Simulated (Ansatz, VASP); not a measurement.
**One calculation of SnSe, two programs**

```
Sn Se
1.0
     4.18990    0.00000    0.00000
     0.00000    4.18990    0.00000
     0.00000    0.00000   21.95925
Sn Se
4 4
Cartesian
  2.0949 0.0000 4.2021
  2.0949 0.0000 15.0817
  0.0000 2.0949 6.8775
  0.0000 2.0949 17.7572
  2.0949 0.0000 6.8769
  2.0949 0.0000 17.7565
  0.0000 2.0949 4.2027
  0.0000 2.0949 15.0824
```

Change from the starting cell: mode 1 (-0.4 1/cm) frozen in, largest displacement +0.050 Å.

Alike in both runs: task single point; functional LDA; k mesh 6 × 6 × 2; occupations gaussian, width 0.05 eV; no spin polarisation.

```csv
,VASP,Ansatz
version,VASP 6.6.1,Ansatz 0.2.0
potentials or method,"VASP PAW LDA potentials, release 64 (Sn_d, Se), cutoff 520 eV","scalar-relativistic, plane waves, PAW"
valence electrons in the cell,80,120
```

VASP gave:

```
gap on the k mesh at the Fermi level (eV) : 1.45
least direct gap on the mesh (eV)         : 1.50
rms of the force components (eV/Å)        : 0.014
```

Q: Estimate Ansatz's values.

A: gap on the k mesh at the Fermi level (eV): 1.46; least direct gap on the mesh (eV): 1.52; rms of the force components (eV/Å): 0.001.

LDA's correlation is that of Perdew and Zunger in VASP and of Perdew and Wang (1992) in Ansatz. Atom by atom the forces differ by 0.014 eV/Å (rms over components). VASP's potentials hold 80 valence electrons a cell and Ansatz's 120, so a difference there can come from the potentials and not from the codes.
